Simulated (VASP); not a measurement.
# BaH4 (R-3m) in VASP: notebook, part 2 of 3

VASP 6.6.1. The steps go on from the part before.

## 3. Single point, PBE

Contents of INCAR:

```
SYSTEM = BaH4
PREC = Accurate
ENCUT = 520
EDIFF = 1E-7
ISMEAR = -1
SIGMA = 0.05
LREAL = .False.
LASPH = .True.
NELM = 80
ALGO = Normal
ISIF = 2
LWAVE = .False.
LCHARG = .False.
GGA = PE
NBANDS = 15
```

Contents of KPOINTS:

```
regular mesh
0
Gamma
  5 5 5
  0 0 0
```

Contents of POSCAR:

```
BaH4
1.0
    2.2908200000      1.3226000000      3.5362500000
   -2.2908200000      1.3226000000      3.5362500000
    0.0000000000     -2.6452100000      3.5362500000
Ba H
1 4
Direct
    0.0000000000      0.0000000000      0.0000000000
    0.7408700000      0.7408700000      0.7408700000
    0.2591300000      0.2591300000      0.2591300000
    0.4636900000      0.4636900000      0.4636900000
    0.5363100000      0.5363100000      0.5363100000
```

Potentials or basis: VASP PAW PBE potentials, release 64 (Ba_sv, H).

On the command line:

```console
$ cat potpaw_PBE.64/Ba_sv/POTCAR potpaw_PBE.64/H/POTCAR > POTCAR
$ mpirun -np 1 vasp_std > vasp.out
```

OUTCAR:

```text
SYSTEM = BaH4
   PREC = Accurate
   ENCUT = 520
   EDIFF = 1E-7
   ISMEAR = -1
   LREAL = .False.
   LASPH = .True.
   NELM = 80
   ISIF = 2
   GGA = PE

 ion  position               nearest neighbor table
   1  0.000  0.000  0.000-   2 2.75   3 2.75   2 2.76   3 2.76   2 2.76   2 2.76   3 2.76   3 2.76

   2  0.741  0.741  0.741-   1 2.75   1 2.76   1 2.76   1 2.76
   3  0.259  0.259  0.259-   1 2.75   1 2.76   1 2.76   1 2.76
   4  0.464  0.464  0.464-   5 0.77
   5  0.536  0.536  0.536-   4 0.77

  LATTYP: Found a trigonal (rhomboedric) cell.
 ALAT       =     4.4161285188
 COS(alpha) =     0.4618188031

  Lattice vectors:

 A1 = (   2.2908200000,   1.3226000000,   3.5362500000)
 A2 = (  -2.2908200000,   1.3226000000,   3.5362500000)
 A3 = (   0.0000000000,  -2.6452100000,   3.5362500000)

Analysis of symmetry for initial positions (statically):
=====================================================================
 Subroutine PRICEL returns:
 Original cell was already a primitive cell.

 Routine SETGRP: Setting up the symmetry group for a
 trigonal (rhombohedral) supercell.

 Subroutine GETGRP returns: Found 12 space group operations
 (whereof 12 operations were pure point group operations)
 out of a pool of 12 trial point group operations.

The static configuration has the point symmetry D_3d.

Analysis of symmetry for dynamics (positions and initial velocities):
=====================================================================
 Subroutine PRICEL returns:
 Original cell was already a primitive cell.

 Routine SETGRP: Setting up the symmetry group for a
 trigonal (rhombohedral) supercell.

 Subroutine GETGRP returns: Found 12 space group operations
 (whereof 12 operations were pure point group operations)
 out of a pool of 12 trial point group operations.

The dynamic configuration has the point symmetry D_3d.

 Subroutine INISYM returns: Found 12 space group operations
[... 128 lines left out ...]
 non-spin polarized calculation
  energy-cutoff  :      520.00
  volume of cell :       64.29
 maximum number of plane-waves:      1753
 NGX is ok and might be reduce to    36
   NGX = 17   NGY = 17   NGZ = 17

 number of electron      14.0000000 magnetization

 Free energy of the ion-electron system (eV)
  ---------------------------------------------------
  ext. energy  EPLUGINS =         0.00000000
  ---------------------------------------------------
  free energy    TOTEN  =       -16.78564261 eV

  energy without entropy =      -16.78564261  energy(sigma->0) =      -16.78564261

 E-fermi :   1.5930     XC(G=0):  -8.4280

 val. band max:        0.5331304728   @ k =   0.0000   0.0000   0.0000
 cond. band min:       3.1252682648   @ k =   0.4000  -0.0000  -0.0000
 fundamental gap:      2.5921377920
 Fermi energy:         1.5929962441

 k-point     1 :       0.0000    0.0000    0.0000
  band No.  band energies     occupation
      1     -26.2779      2.00000
      2     -11.2765      2.00000
      3     -11.2765      2.00000
      4     -11.2518      2.00000
      5      -7.1278      2.00000
      6      -1.0964      2.00000
      7       0.5331      2.00000
      8       3.6842      0.00000
      9       3.6843      0.00000
     10       4.1143      0.00000
     11       5.6556      0.00000
     12       5.6556      0.00000
     13       6.1674      0.00000
     14       8.6369      0.00000
[... 311 lines left out ...]
      2     -11.8222      2.00000
      3     -11.4925      2.00000
      4     -11.3750      2.00000
      5      -6.3634      2.00000
      6      -1.9551      2.00000
      7      -0.4241      2.00000
      8       3.7660      0.00000
      9       4.2883      0.00000
     10       5.8898      0.00000
     11       6.3402      0.00000
     12       7.6052      0.00000
     13       9.0493      0.00000
     14       9.3792      0.00000
     15      10.6634      0.00000

------------------------ aborting loop because EDIFF is reached ----------------------------------------

  FORCE on cell =-STRESS in cart. coord.  units (eV):
  Direction    XX          YY          ZZ          XY          YZ          ZX
  --------------------------------------------------------------------------------------
  -------------------------------------------------------------------------------------
  Total        0.1639033      0.1639028      0.1326218      0.0000000     -0.0000001      0.0000000
  in kB        4.0849204      4.0849068      3.3052986      0.0000000     -0.0000031      0.0000000
  external PRESSURE =       3.8250419 kB  Pullay stress =       0.0000000 kB

 VOLUME and BASIS-vectors are now :
 -----------------------------------------------------------------------------
  energy-cutoff  :      520.00
  volume of cell :       64.29
      direct lattice vectors                 reciprocal lattice vectors
     2.290820000  1.322600000  3.536250000     0.218262456  0.126014098  0.094261931
    -2.290820000  1.322600000  3.536250000    -0.218262456  0.126014098  0.094261931
     0.000000000 -2.645210000  3.536250000     0.000000000 -0.252028197  0.094261575

 POSITION                                       TOTAL-FORCE (eV/Angst)
 -----------------------------------------------------------------------------------
      0.00000      0.00000      0.00000         0.000000     -0.000000     -0.000000
      0.00000     -0.00001      7.85970         0.000000      0.000000     -0.001170
      0.00000     -0.00000      2.74905         0.000000     -0.000000      0.001170
      0.00000     -0.00000      4.91917         0.000000     -0.000000      0.020264
      0.00000     -0.00001      5.68958         0.000000      0.000000     -0.020264
 -----------------------------------------------------------------------------------
    total drift:                               -0.000000      0.000000      0.000000

  FREE ENERGIE OF THE ION-ELECTRON SYSTEM (eV)
  ---------------------------------------------------
  free  energy   TOTEN  =       -16.7856426101 eV

  energy  without entropy=      -16.7856426101  energy(sigma->0) =      -16.78564261
```

stdout:

```text
POSCAR found type information on POSCAR BaH
 POSCAR found :  2 types and       5 ions
 scaLAPACK will be used
 LDA part: xc-table for (Slater+PW92), standard interpolation
 POSCAR, INCAR and KPOINTS ok, starting setup
 FFT: planning ... GRIDC
 FFT: planning ... GRID_SOFT
 FFT: planning ... GRID
 WAVECAR not read
 entering main loop
```

Run time: 33 s. Hardware: 1 thread of Intel Xeon Platinum 8259CL at 2.50GHz (Skylake/Cascade Lake), shared host; peak memory 0.2 GiB.

What came out:

```
Free energy            : -16.7856 eV
Pressure               : 0.4 GPa
Largest force          : 0.020 eV/Å
Band gap on the k mesh : 2.59 eV, indirect (least direct gap 3.11 eV)
```

Forces in eV/Å, atoms in the order of the input:
```
Ba   0.000  0.000  0.000
H    0.000  0.000 -0.001
H    0.000  0.000  0.001
H    0.000  0.000  0.020
H    0.000  0.000 -0.020
```

Stress tensor (GPa, compression positive):
```
0.41 0.00 0.00
0.00 0.41 0.00
0.00 0.00 0.33
```

Caveat: spin-orbit coupling is left out, which moves the levels of the heavy elements.

## 4. Single point, PBEsol

Contents of INCAR:

```
SYSTEM = BaH4
  PREC = Accurate
  ENCUT = 520
  EDIFF = 1E-6
  ISMEAR = -1
  SIGMA = 0.05
  LREAL = .False.
  LASPH = .True.
  NELM = 80
  ALGO = Normal
  ISIF = 2
  LWAVE = .False.
  LCHARG = .True.
  GGA = PS
  LELF = .True.
  LVHAR = .True.
  NBANDS = 15
```

KPOINTS is that of step 3.

POSCAR is that of step 3.

Potentials or basis: VASP PAW PBE potentials, release 64 (Ba_sv, H).

On the command line:

```console
$ cat potpaw_PBE.64/Ba_sv/POTCAR potpaw_PBE.64/H/POTCAR > POTCAR
$ mpirun -np 1 vasp_std > vasp.out
```

OUTCAR:

```text
SYSTEM = BaH4
   PREC = Accurate
   ENCUT = 520
   EDIFF = 1E-6
   ISMEAR = -1
   LREAL = .False.
   LASPH = .True.
   NELM = 80
   ISIF = 2
   GGA = PS

 ion  position               nearest neighbor table
   1  0.000  0.000  0.000-   2 2.75   3 2.75   2 2.76   3 2.76   2 2.76   2 2.76   3 2.76   3 2.76

   2  0.741  0.741  0.741-   1 2.75   1 2.76   1 2.76   1 2.76
   3  0.259  0.259  0.259-   1 2.75   1 2.76   1 2.76   1 2.76
   4  0.464  0.464  0.464-   5 0.77
   5  0.536  0.536  0.536-   4 0.77

  LATTYP: Found a trigonal (rhomboedric) cell.
 ALAT       =     4.4161285188
 COS(alpha) =     0.4618188031

  Lattice vectors:

 A1 = (   2.2908200000,   1.3226000000,   3.5362500000)
 A2 = (  -2.2908200000,   1.3226000000,   3.5362500000)
 A3 = (   0.0000000000,  -2.6452100000,   3.5362500000)

Analysis of symmetry for initial positions (statically):
=====================================================================
 Subroutine PRICEL returns:
 Original cell was already a primitive cell.

 Routine SETGRP: Setting up the symmetry group for a
 trigonal (rhombohedral) supercell.

 Subroutine GETGRP returns: Found 12 space group operations
 (whereof 12 operations were pure point group operations)
 out of a pool of 12 trial point group operations.

The static configuration has the point symmetry D_3d.

Analysis of symmetry for dynamics (positions and initial velocities):
=====================================================================
 Subroutine PRICEL returns:
 Original cell was already a primitive cell.

 Routine SETGRP: Setting up the symmetry group for a
 trigonal (rhombohedral) supercell.

 Subroutine GETGRP returns: Found 12 space group operations
 (whereof 12 operations were pure point group operations)
 out of a pool of 12 trial point group operations.

The dynamic configuration has the point symmetry D_3d.

 Subroutine INISYM returns: Found 12 space group operations
 (whereof 12 operations are pure point group operations),
 and found     1 'primitive' translations

----------------------------------------------------------------------------------------

                                     Primitive cell

  volume of cell :      64.2858

  direct lattice vectors                    reciprocal lattice vectors
     2.290820000  1.322600000  3.536250000     0.218262456  0.126014098  0.094261931
    -2.290820000  1.322600000  3.536250000    -0.218262456  0.126014098  0.094261931
     0.000000000 -2.645210000  3.536250000     0.000000000 -0.252028197  0.094261575

  length of vectors
     4.416128519  4.416128519  4.416129528     0.269078733  0.269078733  0.269078904

  position of ions in fractional coordinates (direct lattice)
     0.000000000  0.000000000  0.000000000
     0.740870000  0.740870000  0.740870000
     0.259130000  0.259130000  0.259130000
     0.463690000  0.463690000  0.463690000
     0.536310000  0.536310000  0.536310000

  ion indices of the primitive-cell ions
   primitive index   ion index
                 1           1
                 2           2
                 3           3
[... 49 lines left out ...]
 -0.400000  0.400000  0.400000      6.000000
   k-points           NKPTS =     19   k-points in BZ     NKDIM =     19   number of bands    NBANDS=     15
   number of dos      NEDOS =    301   number of ions     NIONS =      5
   total plane-waves  NPLWV =  46656
   dimension x,y,z NGX =    36 NGY =   36 NGZ =   36
   dimension x,y,z NGXF=    72 NGYF=   72 NGZF=   72
   ions per type =               1   4
   NGX,Y,Z   is equivalent  to a cutoff of  13.55, 13.55, 13.55 a.u.
   NGXF,Y,Z  is equivalent  to a cutoff of  27.10, 27.10, 27.10 a.u.
 SYSTEM =  BaH4
   PREC   = accura    normal or accurate (medium, high low for compatibility)
   ISTART =      0    job   : 0-new  1-cont  2-samecut
   ICHARG =      2    charge: 1-file 2-atom 10-const
   ISPIN  =      1    spin polarized calculation?
   LNONCOLLINEAR =      F non collinear calculations
   LSORBIT =      F    spin-orbit coupling
   LASPH  =      T    aspherical Exc in radial PAW
   ENCUT  =  520.0 eV  38.22 Ry    6.18 a.u.   8.21  8.21  8.21*2*pi/ulx,y,z
   NELM   =     80;   NELMIN=  2; NELMDL= -5     # of ELM steps
   EDIFF  = 0.1E-05   stopping-criterion for ELM
   LREAL  =      F    real-space projection
   EDIFFG = 0.1E-04   stopping-criterion for IOM
   NSW    =      0    number of steps for IOM
   IBRION =     -1    ionic relax: 0-MD 1-quasi-New 2-CG
   NFREE  =      0    steps in history (QN), initial steepest desc. (CG)
   ISIF   =      2    stress and relaxation
   ISYM   =      2    0-nonsym 1-usesym 2-fastsym
   POTIM  = 0.5000    time-step for ionic-motion
   TEBEG  =    0.0;   TEEND  =   0.0 temperature during run
   PSTRESS=    0.0 pullay stress
   NELECT =      14.0000    total number of electrons
   NUPDOWN=      -1.0000    fix difference up-down
   EMIN   =  10.00;   EMAX   =-10.00  energy-range for DOS
   EFERMI =   0.00;   METHOD = LEGACY
   ISMEAR =    -1;   SIGMA  =   0.05  broadening in eV -4-tet -1-fermi 0-gaus
   EFERMI_NEDOS =   21; number of points for ismear=-14 and -15
   IALGO  =     38    algorithm
   IMIX   =      4    mixing-type and parameters
     AMIX     =   0.40;   BMIX     =  1.00
     AMIX_MAG =   1.60;   BMIX_MAG =  1.00
  volume/ion in A,a.u.               =      12.86        86.76
  Fermi-wavevector in a.u.,A,eV,Ry     =   0.984946  1.861279 13.199275  0.970119
  Thomas-Fermi vector in A             =   2.116217
   LORBIT       =      0    0 simple, 1 ext, 2 COOP (PROOUT), +10 PAW based schemes
   GGA     = PS    functional components
   LHFCALC =     F    Hartree Fock is set to
   AEXX    =    0.0000 exact exchange contribution
   IVDW    =     0    specifies the selected vdW correction
   LEPSILON=     F    determine dielectric tensor
   LRPA    =     F    only Hartree local field effects (RPA)
 non-spin polarized calculation
  energy-cutoff  :      520.00
  volume of cell :       64.29
 maximum number of plane-waves:      1753
 NGX is ok and might be reduce to    36
   NGX = 17   NGY = 17   NGZ = 17

 number of electron      14.0000000 magnetization

 Free energy of the ion-electron system (eV)
  ---------------------------------------------------
  ext. energy  EPLUGINS =         0.00000000
  ---------------------------------------------------
  free energy    TOTEN  =       -16.74851713 eV

  energy without entropy =      -16.74851713  energy(sigma->0) =      -16.74851713

 E-fermi :   1.5876     XC(G=0):  -8.6374

 val. band max:        0.5322276729   @ k =   0.0000   0.0000   0.0000
 cond. band min:       2.9251810743   @ k =   0.4000  -0.0000  -0.0000
 fundamental gap:      2.3929534015
 Fermi energy:         1.5876126267

 k-point     1 :       0.0000    0.0000    0.0000
  band No.  band energies     occupation
      1     -26.3315      2.00000
      2     -11.3201      2.00000
      3     -11.3201      2.00000
      4     -11.2910      2.00000
      5      -7.1326      2.00000
      6      -1.1073      2.00000
      7       0.5322      2.00000
      8       3.4752      0.00000
      9       3.4752      0.00000
     10       3.9159      0.00000
     11       5.4724      0.00000
     12       5.4724      0.00000
     13       6.0121      0.00000
     14       8.3396      0.00000
[... 311 lines left out ...]
      2     -11.8804      2.00000
      3     -11.5436      2.00000
      4     -11.4221      2.00000
      5      -6.3068      2.00000
      6      -2.0561      2.00000
      7      -0.4802      2.00000
      8       3.5331      0.00000
      9       4.0978      0.00000
     10       5.7087      0.00000
     11       6.1779      0.00000
     12       7.4891      0.00000
     13       8.9416      0.00000
     14       9.2215      0.00000
     15      10.4340      0.00000

------------------------ aborting loop because EDIFF is reached ----------------------------------------

  FORCE on cell =-STRESS in cart. coord.  units (eV):
  Direction    XX          YY          ZZ          XY          YZ          ZX
  --------------------------------------------------------------------------------------
  -------------------------------------------------------------------------------------
  Total       -0.5951866     -0.5951846     -0.2321280     -0.0000000      0.0000002     -0.0000000
  in kB      -14.8336812    -14.8336316     -5.7852651     -0.0000000      0.0000055     -0.0000000
  external PRESSURE =     -11.8175259 kB  Pullay stress =       0.0000000 kB

 VOLUME and BASIS-vectors are now :
 -----------------------------------------------------------------------------
  energy-cutoff  :      520.00
  volume of cell :       64.29
      direct lattice vectors                 reciprocal lattice vectors
     2.290820000  1.322600000  3.536250000     0.218262456  0.126014098  0.094261931
    -2.290820000  1.322600000  3.536250000    -0.218262456  0.126014098  0.094261931
     0.000000000 -2.645210000  3.536250000     0.000000000 -0.252028197  0.094261575

 POSITION                                       TOTAL-FORCE (eV/Angst)
 -----------------------------------------------------------------------------------
      0.00000      0.00000      0.00000         0.000000      0.000000      0.000000
      0.00000     -0.00001      7.85970         0.000000      0.000000     -0.011797
      0.00000     -0.00000      2.74905         0.000000     -0.000000      0.011797
      0.00000     -0.00000      4.91917         0.000000      0.000000     -0.462418
      0.00000     -0.00001      5.68958         0.000000     -0.000000      0.462418
 -----------------------------------------------------------------------------------
    total drift:                               -0.000000      0.000000      0.000000

  FREE ENERGIE OF THE ION-ELECTRON SYSTEM (eV)
  ---------------------------------------------------
  free  energy   TOTEN  =       -16.7485171346 eV

  energy  without entropy=      -16.7485171346  energy(sigma->0) =      -16.74851713
```

stdout:

```text
POSCAR found type information on POSCAR BaH
 POSCAR found :  2 types and       5 ions
 scaLAPACK will be used
 -----------------------------------------------------------------------------
|                                                                             |
|                                                                             |
|     You enforced a specific xc type in the INCAR file but a different       |
|     I HOPE YOU KNOW WHAT YOU ARE DOING!                                     |
|                                                                             |
 -----------------------------------------------------------------------------

 LDA part: xc-table for (Slater+PW92), standard interpolation
 POSCAR, INCAR and KPOINTS ok, starting setup
 FFT: planning ... GRIDC
 FFT: planning ... GRID_SOFT
 FFT: planning ... GRID
 WAVECAR not read
 entering main loop
```

Run time: 27 s. Hardware: 1 thread of Intel Xeon Platinum 8259CL at 2.50GHz (Skylake/Cascade Lake), shared host; peak memory 0.2 GiB.

What came out:

```yaml
Free_energy: -16.7485 eV
Pressure: -1.2 GPa
Largest_force: 0.462 eV/Å
Band_gap_on_the_k_mesh: 2.39 eV, indirect (least direct gap 2.93 eV)
```

Forces in eV/Å, atoms in the order of the input:
```
Ba   0.000  0.000  0.000
H    0.000  0.000 -0.012
H    0.000  0.000  0.012
H    0.000  0.000 -0.462
H    0.000  0.000  0.462
```

Caveat: the PAW data sets were made with another functional, which shifts forces and pressure a little; spin-orbit coupling is left out, which moves the levels of the heavy elements. A k mesh can miss the band edges.

## 5. Single point, RPBE

Contents of INCAR:

```
SYSTEM = BaH4
PREC = Accurate
ENCUT = 520
EDIFF = 1E-6
ISMEAR = -1
SIGMA = 0.05
LREAL = .FALSE.
LASPH = .TRUE.
NELM = 80
ALGO = Normal
ISIF = 2
LWAVE = .FALSE.
LCHARG = .FALSE.
GGA = RP
NBANDS = 15
```

Contents of KPOINTS:

```
regular mesh
0
G
  5 5 5
  0 0 0
```

POSCAR is that of step 4.

On the command line:

```console
$ cat potpaw_PBE.64/Ba_sv/POTCAR potpaw_PBE.64/H/POTCAR > POTCAR
$ mpirun -np 1 vasp_std > vasp.out
```

It took 27 s on 1 thread of Intel Xeon Platinum 8259CL at 2.50GHz (Skylake/Cascade Lake), shared host; peak memory 0.2 GiB.

It converged, with:

```yaml
Free_energy: -16.6290 eV
Pressure: 1.9 GPa
Largest_force: 0.301 eV/Å
Band_gap_on_the_k_mesh: 2.74 eV, indirect (least direct gap 3.25 eV)
```

Forces on the atoms (eV/Å):
```
Ba   0.000  0.000  0.000
H    0.000  0.000  0.004
H    0.000  0.000 -0.004
H    0.000  0.000  0.301
H    0.000  0.000 -0.301
```

Stress tensor (GPa, compression positive):
```
2.12 0.00 0.00
0.00 2.12 0.00
0.00 0.00 1.47
```

Levels at points of the mesh, in eV from the valence-band top:
| k point | band 3 | band 4 | band 5 | band 6 | band 7 | band 8 | band 9 | band 10 | band 11 | band 12 |
| --- | --- | --- | --- | --- | --- | --- | --- | --- | --- | --- |
| (0.00, 0.00, 0.00) | -11.82 | -11.80 | -7.64 | -1.62 | 0.00 | 3.29 | 3.29 | 3.71 | 5.27 | 5.27 |

Caveat: the PAW data sets were made with another functional, which shifts forces and pressure a little; spin-orbit coupling is left out, which moves the levels of the heavy elements.

(Continued in part 3 of 3.)
